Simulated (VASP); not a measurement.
# WSe2 in VASP: single point with PBE+D3(BJ)

Aim: the single point of WSe2 with PBE+D3(BJ).

All numbers are computed with VASP 6.6.1; they aren't measurements. Logs are shortened: lines on timing, memory, paths and dates and some standing lists are left out, and cuts for length are marked.

## Step 1: The cell of the first run

The cell holds a slab with vacuum, 6 atoms: a = 3.285 Å, b = 3.285 Å, c = 24.239 Å, α = 90.00°, β = 90.00°, γ = 120.00°.

## Step 2: Single point, PBE+D3(BJ) (layers slid over each other)

INCAR reads:

```
SYSTEM = WSe2
PREC = Accurate
ENCUT = 520
EDIFF = 1E-7
ISMEAR = 0
SIGMA = 0.05
LREAL = .False.
LASPH = .True.
NELM = 100
ALGO = Normal
ISIF = 2
LWAVE = .False.
LCHARG = .False.
LDIPOL = .True.
IDIPOL = 3
DIPOL = 0.5 0.5 0.389
GGA = PE
IVDW = 12
NBANDS = 35
```

KPOINTS reads:

```
regular mesh
0
Gamma
  9 9 1
  0 0 0
```

POSCAR reads:

```
WSe2
1.0
    3.2854927591      0.0000000000      0.0000000000
   -1.6427463796      2.8453201933      0.0000000000
    0.0000000000      0.0000000000     24.2386469112
Se W
4 2
Direct
    0.3333333333      0.6666666667      0.1856539277
    0.3333333333      0.6666666667      0.3246601794
    0.8333333333      1.0000000000      0.4529676717
    0.8333333333      1.0000000000      0.5919739235
    0.6666666667      0.3333333333      0.2551570535
    0.5000000000      1.3333333333      0.5224707976
```

Potentials or basis: VASP PAW PBE potentials, release 64 (Se, W_sv).

Run with:

```console
cat potpaw_PBE.64/Se/POTCAR potpaw_PBE.64/W_sv/POTCAR > POTCAR
mpirun -np 1 vasp_std > vasp.out
```

OUTCAR:

```text
SYSTEM = WSe2
   PREC = Accurate
   ENCUT = 520
   EDIFF = 1E-7
   ISMEAR = 0
   LREAL = .False.
   LASPH = .True.
   NELM = 100
   ISIF = 2
   GGA = PE
   IVDW = 12
 IVDW          = 12

 ion  position               nearest neighbor table
   1  0.333  0.667  0.186-   5 2.54   5 2.54   5 2.54
   2  0.333  0.667  0.325-   5 2.54   5 2.54   5 2.54
   3  0.833  0.000  0.453-   6 2.54   6 2.54   6 2.54
   4  0.833  0.000  0.592-   6 2.54   6 2.54   6 2.54
   5  0.667  0.333  0.255-   1 2.54   1 2.54   1 2.54   2 2.54   2 2.54   2 2.54
   6  0.500  0.333  0.522-   3 2.54   4 2.54   3 2.54   4 2.54   3 2.54   4 2.54

  LATTYP: Found a hexagonal cell.
 ALAT       =     3.2854927591
 C/A-ratio  =     7.3774768926

  Lattice vectors:

 A1 = (   3.2854927591,   0.0000000000,   0.0000000000)
 A2 = (  -1.6427463796,   2.8453201933,   0.0000000000)
 A3 = (   0.0000000000,   0.0000000000,  24.2386469112)

Analysis of symmetry for initial positions (statically):
=====================================================================
 Subroutine PRICEL returns:
 Original cell was already a primitive cell.

 Routine SETGRP: Setting up the symmetry group for a
 hexagonal supercell.

 Subroutine GETGRP returns: Found  2 space group operations
 (whereof  1 operations were pure point group operations)
 out of a pool of 24 trial point group operations.

The static configuration has the point symmetry C_1 .
 The point group associated with its full space group is S_2 .

Analysis of symmetry for dynamics (positions and initial velocities):
=====================================================================
 Subroutine PRICEL returns:
 Original cell was already a primitive cell.

 Routine SETGRP: Setting up the symmetry group for a
 hexagonal supercell.

 Subroutine GETGRP returns: Found  2 space group operations
 (whereof  1 operations were pure point group operations)
 out of a pool of 24 trial point group operations.

The dynamic configuration has the point symmetry C_1 .
 The point group associated with its full space group is S_2 .

 Subroutine INISYM returns: Found  2 space group operations
 (whereof  1 operations are pure point group operations),
 and found     1 'primitive' translations

----------------------------------------------------------------------------------------

                                     Primitive cell

  volume of cell :     226.5896

  direct lattice vectors                    reciprocal lattice vectors
[... 106 lines left out ...]
   NELECT =      52.0000    total number of electrons
   NUPDOWN=      -1.0000    fix difference up-down
   EMIN   =  10.00;   EMAX   =-10.00  energy-range for DOS
   EFERMI =   0.00;   METHOD = LEGACY
   ISMEAR =     0;   SIGMA  =   0.05  broadening in eV -4-tet -1-fermi 0-gaus
   EFERMI_NEDOS =   21; number of points for ismear=-14 and -15
   IALGO  =     38    algorithm
   IMIX   =      4    mixing-type and parameters
     AMIX     =   0.40;   BMIX     =  1.00
     AMIX_MAG =   1.60;   BMIX_MAG =  1.00
  volume/ion in A,a.u.               =      37.76       254.85
  Fermi-wavevector in a.u.,A,eV,Ry     =   1.002296  1.894065 13.668372  1.004597
  Thomas-Fermi vector in A             =   2.134774
   LORBIT       =      0    0 simple, 1 ext, 2 COOP (PROOUT), +10 PAW based schemes
   GGA     = PE    functional components
   LHFCALC =     F    Hartree Fock is set to
   AEXX    =    0.0000 exact exchange contribution
   IVDW    =    12    specifies the selected vdW correction
   LEPSILON=     F    determine dielectric tensor
   LRPA    =     F    only Hartree local field effects (RPA)
 non-spin polarized calculation
 Gauss-broadening in eV      SIGMA  =   0.05
  energy-cutoff  :      520.00
  volume of cell :      226.59
 maximum number of plane-waves:      6144
   NGX = 13   NGY = 13   NGZ = 91

 dipolmoment           0.000000      0.000000      0.000000 electrons x Angstroem

 number of electron      51.9999987 magnetization

 dipolmoment           0.000000      0.000000     -0.000000 electrons x Angstroem

 Free energy of the ion-electron system (eV)
  ---------------------------------------------------
  ext. energy  EPLUGINS =         0.00000000
  ---------------------------------------------------
  free energy    TOTEN  =       -43.12852654 eV

  energy without entropy =      -43.12852654  energy(sigma->0) =      -43.12852654

 E-fermi :   1.4005     XC(G=0):  -6.2018

 val. band max:        0.9835447276   @ k =   0.0000   0.0000   0.0000
 cond. band min:       2.3716710463   @ k =  -0.3333   0.2222   0.0000
 fundamental gap:      1.3881263186
 Fermi energy:         1.4005004218

 k-point     1 :       0.0000    0.0000    0.0000
  band No.  band energies     occupation
      1     -73.1772      2.00000
      2     -73.1772      2.00000
      3     -37.4250      2.00000
      4     -37.4250      2.00000
      5     -37.2890      2.00000
      6     -37.2890      2.00000
[... 901 lines left out ...]
     34       5.2697      0.00000
     35       6.3508      0.00000

 [... further k-points ...]

------------------------ aborting loop because EDIFF is reached ----------------------------------------

 vacuum level on the upper side and lower side of the slab       (xc-potential included)        -0.074        -0.074

 Edisp (eV)   -2.40283

 E8    (eV) :    -1.1046

  FORCE on cell =-STRESS in cart. coord.  units (eV):
  Direction    XX          YY          ZZ          XY          YZ          ZX
  --------------------------------------------------------------------------------------
  -------------------------------------------------------------------------------------
  Total       0.14141     0.13311     0.30249     0.12231     0.17418     0.19249
  in kB       0.99987     0.94121     2.13882     0.86483     1.23162     1.36104
  external pressure =        1.36 kB  Pullay stress =        0.00 kB

 VOLUME and BASIS-vectors are now :
 -----------------------------------------------------------------------------
  energy-cutoff  :      520.00
  volume of cell :      226.59
      direct lattice vectors                 reciprocal lattice vectors
     3.285492759  0.000000000  0.000000000     0.304368347  0.175727147  0.000000000
    -1.642746380  2.845320193  0.000000000     0.000000000  0.351454294  0.000000000
     0.000000000  0.000000000 24.238646911     0.000000000  0.000000000  0.041256428

 POSITION                                       TOTAL-FORCE (eV/Angst)
 -----------------------------------------------------------------------------------
     -0.00000      1.89688      4.50000        -0.003603      0.001614     -0.042446
     -0.00000      1.89688      7.86932        -0.040433     -0.031184     -0.053975
      2.73791      0.00000     10.97932         0.040433      0.031184      0.053975
      2.73791      0.00000     14.34865         0.003603     -0.001614      0.042446
      1.64275      0.94844      6.18466        -0.004701     -0.014348      0.036284
      1.09516      0.94844     12.66399         0.004701      0.014348     -0.036284
 -----------------------------------------------------------------------------------
    total drift:                                0.000000     -0.000000      0.000007

  FREE ENERGIE OF THE ION-ELECTRON SYSTEM (eV)
  ---------------------------------------------------
  free  energy   TOTEN  =       -45.5313521924 eV

  energy  without entropy=      -45.5313521924  energy(sigma->0) =      -45.53135219

 vacuum level on the upper side and lower side of the slab         5.869         5.869
```

OSZICAR:

```text
N       E                     dE             d eps       ncg     rms          rms(c)
DAV:   1     0.467062543839E+03    0.46706E+03   -0.27260E+04  3382   0.130E+03
DAV:   2    -0.118040012873E+02   -0.47887E+03   -0.46454E+03  3585   0.328E+02
DAV:   3    -0.440905485420E+02   -0.32287E+02   -0.31887E+02  3582   0.815E+01
[... 16 lines left out ...]
DAV:  20    -0.431285206068E+02   -0.90915E-05   -0.39114E-07  2886   0.111E-03    0.734E-04
DAV:  21    -0.431285258555E+02   -0.52487E-05   -0.38246E-07  2531   0.938E-04    0.201E-04
DAV:  22    -0.431285263071E+02   -0.45165E-06   -0.19321E-08  2504   0.331E-04    0.202E-04
DAV:  23    -0.431285264632E+02   -0.15610E-06   -0.41797E-09  1848   0.137E-04    0.184E-04
DAV:  24    -0.431285265396E+02   -0.76324E-07   -0.27441E-09  1861   0.106E-04
   1 F= -.45531352E+02 E0= -.45531352E+02  d E =-.219137E-33
```

stdout:

```text
POSCAR found type information on POSCAR SeW
 POSCAR found :  2 types and       6 ions
 scaLAPACK will be used
 LDA part: xc-table for (Slater+PW92), standard interpolation
 POSCAR, INCAR and KPOINTS ok, starting setup
 FFT: planning ... GRIDC
 FFT: planning ... GRID_SOFT
 FFT: planning ... GRID
 WAVECAR not read
 entering main loop
```

Run time: 4.6 min. Hardware: 1 thread of Intel Xeon Platinum 8488C (Sapphire Rapids), shared host; peak memory 0.48 GiB.

Results:

- Free energy: -45.5314 eV
- Largest force: 0.074 eV/Å
- Band gap on the k mesh: 1.39 eV (least direct gap 1.65 eV)
- Dispersion energy per atom: -0.400 eV

Forces on the atoms (eV/Å):
```
Se  -0.004  0.002 -0.042
Se  -0.040 -0.031 -0.054
Se   0.040  0.031  0.054
Se   0.004 -0.002  0.042
W   -0.005 -0.014  0.036
W    0.005  0.014 -0.036
```

Levels at points of the mesh, in eV from the valence-band top:
```tsv
k point	band 22	band 23	band 24	band 25	band 26	band 27	band 28	band 29	band 30	band 31
(0.00, 0.00, 0.00)	-1.31	-1.29	-1.29	-0.73	0.00	2.76	2.84	2.86	2.90	2.98
```

Caveat: the cell differs from its parent crystal (layers slid over each other); spin-orbit coupling is left out, which moves the levels of the heavy elements.
